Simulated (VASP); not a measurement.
# P (Pm-3m) in VASP: a series of runs

P is run at these levels: PBE; tasks: relaxation of cell and atoms.

Program: VASP 6.6.1. These are calculated values, not measurements. Logs are shortened: lines on timing, memory, paths and dates and some standing lists are left out, and cuts for length are marked.

### Step 1. The cell of the first run

Symmetry: Pm-3m, No. 221, cubic system. Conventional cell: a = 2.432 Å, b = 2.432 Å, c = 2.432 Å, α = 90.00°, β = 90.00°, γ = 90.00°. Within 3.2 Å of P (site symmetry m-3m) lie 6 P at 2.43 Å.

This isn't the form of P at room conditions, which is orthorhombic.

### Step 2. Relaxation of cell and atoms, PBE, target pressure 2.2 GPa, at which the enthalpy is minimised

File INCAR:

```
SYSTEM = P
PREC     = Accurate       ! precision mode
ENCUT    = 600            ! plane-wave cutoff, eV
EDIFF    = 1E-6           ! SCF threshold, eV
ISMEAR   = -1             ! smearing method
SIGMA    = 0.05           ! smearing width, eV
LREAL    = .FALSE.        ! projectors in reciprocal space
LASPH    = .TRUE.         ! aspherical terms in the spheres
NELM     = 100            ! most SCF steps
ALGO     = Normal         ! electronic algorithm
ISIF     = 3              ! what is computed and relaxed
LWAVE    = .FALSE.        ! write WAVECAR
LCHARG   = .FALSE.        ! write CHGCAR
GGA      = PE             ! functional
IBRION   = 2              ! ionic algorithm
NSW      = 32             ! ionic steps
EDIFFG   = -0.005         ! ionic threshold
PSTRESS  = 22.0
```

File KPOINTS:

```
regular mesh
0
G
  15 15 15
  0 0 0
```

File POSCAR:

```
P
1.0
    2.4316398086      0.0000000000      0.0000000000
    0.0000000000      2.4316398086      0.0000000000
    0.0000000000      0.0000000000      2.4316398086
P
1
Direct
    0.0000000000      0.0000000000      0.0000000000
```

Potentials or basis: VASP PAW PBE potentials, release 64 (P).

The run is started by

```sh
$ cat potpaw_PBE.64/P/POTCAR > POTCAR
$ mpirun -np 1 vasp_std > vasp.out
```

OUTCAR:

```text
SYSTEM = P
   PREC = Accurate
   ENCUT = 600
   EDIFF = 1E-6
   ISMEAR = -1
   LREAL = .FALSE.
   LASPH = .TRUE.
   NELM = 100
   ISIF = 3
   GGA = PE
   IBRION = 2
   NSW = 32
   EDIFFG = -0.005
   PSTRESS = 22.0

 ion  position               nearest neighbor table
   1  0.000  0.000  0.000-

  LATTYP: Found a simple cubic cell.
 ALAT       =     2.4316398086

  Lattice vectors:

 A1 = (   2.4316398086,   0.0000000000,   0.0000000000)
 A2 = (   0.0000000000,   2.4316398086,   0.0000000000)
 A3 = (   0.0000000000,   0.0000000000,   2.4316398086)

Analysis of symmetry for initial positions (statically):
=====================================================================
 Subroutine PRICEL returns:
 Original cell was already a primitive cell.

 Routine SETGRP: Setting up the symmetry group for a
 simple cubic supercell.

 Subroutine GETGRP returns: Found 48 space group operations
 (whereof 48 operations were pure point group operations)
 out of a pool of 48 trial point group operations.

The static configuration has the point symmetry O_h .

Analysis of symmetry for dynamics (positions and initial velocities):
=====================================================================
 Subroutine PRICEL returns:
 Original cell was already a primitive cell.

 Routine SETGRP: Setting up the symmetry group for a
 simple cubic supercell.

 Subroutine GETGRP returns: Found 48 space group operations
 (whereof 48 operations were pure point group operations)
 out of a pool of 48 trial point group operations.

The dynamic configuration has the point symmetry O_h .

 Subroutine INISYM returns: Found 48 space group operations
 (whereof 48 operations are pure point group operations),
 and found     1 'primitive' translations

----------------------------------------------------------------------------------------

                                     Primitive cell

  volume of cell :      14.3780

  direct lattice vectors                    reciprocal lattice vectors
     2.431639809  0.000000000  0.000000000     0.411245118  0.000000000  0.000000000
     0.000000000  2.431639809  0.000000000     0.000000000  0.411245118  0.000000000
     0.000000000  0.000000000  2.431639809     0.000000000  0.000000000  0.411245118

  length of vectors
     2.431639809  2.431639809  2.431639809     0.411245118  0.411245118  0.411245118

  position of ions in fractional coordinates (direct lattice)
     0.000000000  0.000000000  0.000000000

  ion indices of the primitive-cell ions
   primitive index   ion index
                 1           1

----------------------------------------------------------------------------------------

 KPOINTS: regular mesh

Automatic generation of k-mesh.
 Grid dimensions read from file:
 generate k-points for:   15   15   15

 Generating k-lattice:

  Cartesian coordinates                     Fractional coordinates (reciprocal lattice)
     0.027416341  0.000000000  0.000000000     0.066666667  0.000000000  0.000000000
     0.000000000  0.027416341  0.000000000     0.000000000  0.066666667  0.000000000
     0.000000000  0.000000000  0.027416341     0.000000000  0.000000000  0.066666667

  Length of vectors
     0.027416341  0.027416341  0.027416341

  Shift w.r.t. Gamma in fractional coordinates (k-lattice)
     0.000000000  0.000000000  0.000000000

 Subroutine IBZKPT returns following result:
 ===========================================

 Found    120 irreducible k-points:

 Following reciprocal coordinates:
            Coordinates               Weight
  0.000000  0.000000  0.000000      1.000000
  0.066667  0.000000  0.000000      6.000000
  0.133333  0.000000  0.000000      6.000000
  0.200000  0.000000  0.000000      6.000000
  0.266667  0.000000  0.000000      6.000000
  0.333333  0.000000  0.000000      6.000000
[... 16 lines left out ...]
  0.266667  0.200000  0.000000     24.000000
  0.333333  0.200000  0.000000     24.000000
 [... further k-points ...]
   k-points           NKPTS =    120   k-points in BZ     NKDIM =    120   number of bands    NBANDS=      6
   number of dos      NEDOS =    301   number of ions     NIONS =      1
   total plane-waves  NPLWV =   8000
   dimension x,y,z NGX =    20 NGY =   20 NGZ =   20
   dimension x,y,z NGXF=    40 NGYF=   40 NGZF=   40
   ions per type =               1
   NGX,Y,Z   is equivalent  to a cutoff of  13.67, 13.67, 13.67 a.u.
   NGXF,Y,Z  is equivalent  to a cutoff of  27.35, 27.35, 27.35 a.u.
 SYSTEM =  P
   PREC   = accura    normal or accurate (medium, high low for compatibility)
   ISTART =      0    job   : 0-new  1-cont  2-samecut
   ICHARG =      2    charge: 1-file 2-atom 10-const
   ISPIN  =      1    spin polarized calculation?
   LNONCOLLINEAR =      F non collinear calculations
   LSORBIT =      F    spin-orbit coupling
   LASPH  =      T    aspherical Exc in radial PAW
   ENCUT  =  600.0 eV  44.10 Ry    6.64 a.u.   4.86  4.86  4.86*2*pi/ulx,y,z
   NELM   =    100;   NELMIN=  2; NELMDL= -5     # of ELM steps
   EDIFF  = 0.1E-05   stopping-criterion for ELM
   LREAL  =      F    real-space projection
   EDIFFG = -.5E-02   stopping-criterion for IOM
   NSW    =     32    number of steps for IOM
   IBRION =      2    ionic relax: 0-MD 1-quasi-New 2-CG
   NFREE  =      1    steps in history (QN), initial steepest desc. (CG)
   ISIF   =      3    stress and relaxation
   ISYM   =      2    0-nonsym 1-usesym 2-fastsym
   POTIM  = 0.5000    time-step for ionic-motion
   TEBEG  =    0.0;   TEEND  =   0.0 temperature during run
   PSTRESS=   22.0 pullay stress
   NELECT =       5.0000    total number of electrons
   NUPDOWN=      -1.0000    fix difference up-down
   EMIN   =  10.00;   EMAX   =-10.00  energy-range for DOS
   EFERMI =   0.00;   METHOD = LEGACY
   ISMEAR =    -1;   SIGMA  =   0.05  broadening in eV -4-tet -1-fermi 0-gaus
   EFERMI_NEDOS =   21; number of points for ismear=-14 and -15
   IALGO  =     38    algorithm
   IMIX   =      4    mixing-type and parameters
     AMIX     =   0.40;   BMIX     =  1.00
     AMIX_MAG =   1.60;   BMIX_MAG =  1.00
  volume/ion in A,a.u.               =      14.38        97.03
  Fermi-wavevector in a.u.,A,eV,Ry     =   1.151239  2.175527 18.032506  1.325352
  Thomas-Fermi vector in A             =   2.287898
   LORBIT       =      0    0 simple, 1 ext, 2 COOP (PROOUT), +10 PAW based schemes
   GGA     = PE    functional components
   LHFCALC =     F    Hartree Fock is set to
   AEXX    =    0.0000 exact exchange contribution
   IVDW    =     0    specifies the selected vdW correction
   LEPSILON=     F    determine dielectric tensor
   LRPA    =     F    only Hartree local field effects (RPA)
 conjugate gradient relaxation of ions
 non-spin polarized calculation
  energy-cutoff  :      600.00
  volume of cell :       14.38
 maximum number of plane-waves:       493
 NGX is ok and might be reduce to    20
   NGX =  9   NGY =  9   NGZ =  9

--------------------------------------- Ionic step        1  -------------------------------------------

 number of electron       5.0000001 magnetization

 Free energy of the ion-electron system (eV)
  ---------------------------------------------------
  ext. energy  EPLUGINS =         0.00000000
  ---------------------------------------------------
  free energy    TOTEN  =        -5.26836010 eV

  energy without entropy =       -5.26454137  energy(sigma->0) =       -5.26645074

------------------------ aborting loop because EDIFF is reached ----------------------------------------

  FORCE on cell =-STRESS in cart. coord.  units (eV):
  Direction    XX          YY          ZZ          XY          YZ          ZX
  --------------------------------------------------------------------------------------
  -------------------------------------------------------------------------------------
  Total        0.1727216      0.1727216      0.1727216     -0.0000000     -0.0000000      0.0000000
  in kB       19.2468376     19.2468376     19.2468376     -0.0000000     -0.0000000      0.0000000
  external PRESSURE =      -2.7531624 kB  Pullay stress =      22.0000000 kB
[... 59 lines left out ...]
  enthalpy is  TOTEN    =        -5.0709480654 eV   P V=        0.1967233731

--------------------------------------- Ionic step        3  -------------------------------------------

 number of electron       5.0000001 magnetization

 Free energy of the ion-electron system (eV)
  ---------------------------------------------------
  ext. energy  EPLUGINS =         0.00000000
  ---------------------------------------------------
  free energy    TOTEN  =        -5.26795875 eV

  energy without entropy =       -5.26414162  energy(sigma->0) =       -5.26605018

 E-fermi :   9.9523     XC(G=0): -11.3421

 val. band max:        9.8686470834   @ k =   0.2667   0.2000   0.2000
 cond. band min:       9.9699838207   @ k =   0.4667   0.2667   0.2667
 fundamental gap:      0.1013367373
 Fermi energy:         9.9522885114

 k-point     1 :       0.0000    0.0000    0.0000
  band No.  band energies     occupation
      1      -6.7938      2.00000
      2      14.9588      0.00000
      3      14.9588      0.00000
      4      14.9588      0.00000
      5      16.6416      0.00000
      6      16.6416      0.00000

 k-point     2 :       0.0667    0.0000    0.0000
  band No.  band energies     occupation
      1      -6.6912      2.00000
      2      13.1555      0.00000
      3      15.0399      0.00000
      4      15.0399      0.00000
      5      16.7234      0.00000
      6      18.3187      0.00000
[... 190 lines left out ...]
 k-point    24 :       0.3333    0.2000    0.0000
  band No.  band energies     occupation
      1      -3.4083      2.00000
      2       4.9838      2.00000
      3      10.6656      0.00000
      4      17.4785      0.00000
      5      19.7589      0.00000
      6      22.4375      0.00000

 [... further k-points ...]

------------------------ aborting loop because EDIFF is reached ----------------------------------------

  FORCE on cell =-STRESS in cart. coord.  units (eV):
  Direction    XX          YY          ZZ          XY          YZ          ZX
  --------------------------------------------------------------------------------------
  -------------------------------------------------------------------------------------
  Total        0.1971779      0.1971779      0.1971779     -0.0000000     -0.0000000     -0.0000000
  in kB       22.0199638     22.0199638     22.0199638     -0.0000000     -0.0000000     -0.0000000
  external PRESSURE =       0.0199638 kB  Pullay stress =      22.0000000 kB
[... 16 lines left out ...]
  FREE ENERGIE OF THE ION-ELECTRON SYSTEM (eV)
  ---------------------------------------------------
  free  energy   TOTEN  =        -5.2679587473 eV

  energy  without entropy=       -5.2641416225  energy(sigma->0) =       -5.26605018

  enthalpy is  TOTEN    =        -5.0709596030 eV   P V=        0.1969991444

 reached required accuracy - stopping structural energy minimisation
```

Wall time 6.6 s (1 thread of AMD EPYC 9R45 (Zen 5), shared host); peak memory 0.09 GiB.

What came out:

```yaml
Free_energy: -5.2680 eV
Relaxed_volume: 14.35 Å³/atom
Relaxed_cell: a = 2.430 Å, b = 2.430 Å, c = 2.430 Å, α = 90.00°, β = 90.00°, γ = 90.00°
Space_group_after_relaxing_to_0.1_Å: Pm-3m (No. 221)
Energy_change_on_relaxing_the_run_minimises_the_enthalpy: +0.4 meV/atom
Ionic_steps: 3
Pressure_after_relaxing: 2.2 GPa
Band_gap_on_the_k_mesh: zero (an odd number of electrons rules out a gap without spin polarisation)
```

The path:
| step | energy change (eV) | largest force (eV/Å) | pressure (GPa) | volume (Å³) |
| --- | --- | --- | --- | --- |
| 1 | 0.0000 | 0.0000 | 1.92 | 14.38 |
| 2 | 0.0007 | 0.0000 | 2.38 | 14.33 |
| 3 | 0.0004 | 0.0000 | 2.20 | 14.35 |

Final structure:
```yaml
crystal:
  lattice:
    - [2.42988, 0.00000, 0.00000]
    - [0.00000, 2.42988, 0.00000]
    - [0.00000, 0.00000, 2.42988]
  atoms:
    - { symbol: P, position: [0.00000, 0.00000, 0.00000] }
```

Caveat: the cell is relaxed towards a set pressure, so the run minimises the enthalpy, not the energy.

### Step 3. Relaxation of cell and atoms, PBE, target pressure 2.2 GPa, at which the enthalpy is minimised

This run uses another cell than the first one, of 15.19 Å³/atom.

File INCAR:

```
SYSTEM = P
  PREC = Accurate
  ENCUT = 600
  EDIFF = 1E-7
  ISMEAR = -1
  SIGMA = 0.05
  LREAL = .False.
  LASPH = .True.
  NELM = 100
  ALGO = Normal
  ISIF = 3
  LWAVE = .False.
  LCHARG = .False.
  GGA = PE
  IBRION = 2
  NSW = 60
  EDIFFG = -0.005
  PSTRESS = 22.0
```

File KPOINTS:

```
Automatic mesh
0
Gamma
  15 15 15
  0 0 0
```

File POSCAR:

```
P
1.0
    2.4768191862      0.0000000000      0.0000000000
    0.0000000000      2.4768191862      0.0000000000
    0.0000000000      0.0000000000      2.4768191862
P
1
Direct
    0.0000000000      0.0000000000      0.0000000000
```

Potentials or basis: VASP PAW PBE potentials, release 64 (P).

The run is started by

```sh
$ cat potpaw_PBE.64/P/POTCAR > POTCAR
$ mpirun -np 1 vasp_std > vasp.out
```

It took 9.2 s on 1 thread of AMD EPYC 9R45 (Zen 5), shared host; peak memory 0.09 GiB.

It converged, with:

```yaml
Free_energy: -5.2680 eV
Relaxed_volume: 14.34 Å³/atom
Relaxed_cell: a = 2.430 Å, b = 2.430 Å, c = 2.430 Å, α = 90.00°, β = 90.00°, γ = 90.00°
Space_group_after_relaxing_to_0.1_Å: Pm-3m (No. 221)
Energy_change_on_relaxing_the_run_minimises_the_enthalpy: -5.9 meV/atom
Ionic_steps: 3
Pressure_after_relaxing: 2.3 GPa
Band_gap_on_the_k_mesh: zero (an odd number of electrons rules out a gap without spin polarisation)
```

Step by step:
```tsv
step	energy change (eV)	largest force (eV/Å)	pressure (GPa)	volume (Å³)
1	0.0000	0.0000	-3.93	15.19
2	0.0040	0.0000	6.02	13.95
3	-0.0059	0.0000	2.25	14.34
```

Final structure:
```xyz
1
Lattice="2.4296 0.0000 0.0000 0.0000 2.4296 0.0000 0.0000 0.0000 2.4296" Properties=species:S:1:pos:R:3 pbc="T T T"
P     0.0000    0.0000    0.0000
```

Levels at points of the mesh, in eV from the Fermi level:
| k point | band 1 | band 2 | band 3 | band 4 | band 5 |
| --- | --- | --- | --- | --- | --- |
| (0.00, 0.00, 0.00) | -16.75 | 5.01 | 5.01 | 5.01 | 6.69 |

Caveat: the cell is relaxed towards a set pressure, so the run minimises the enthalpy, not the energy.

The gap in the log of VASP goes by the Fermi energy; the results here count the filled bands.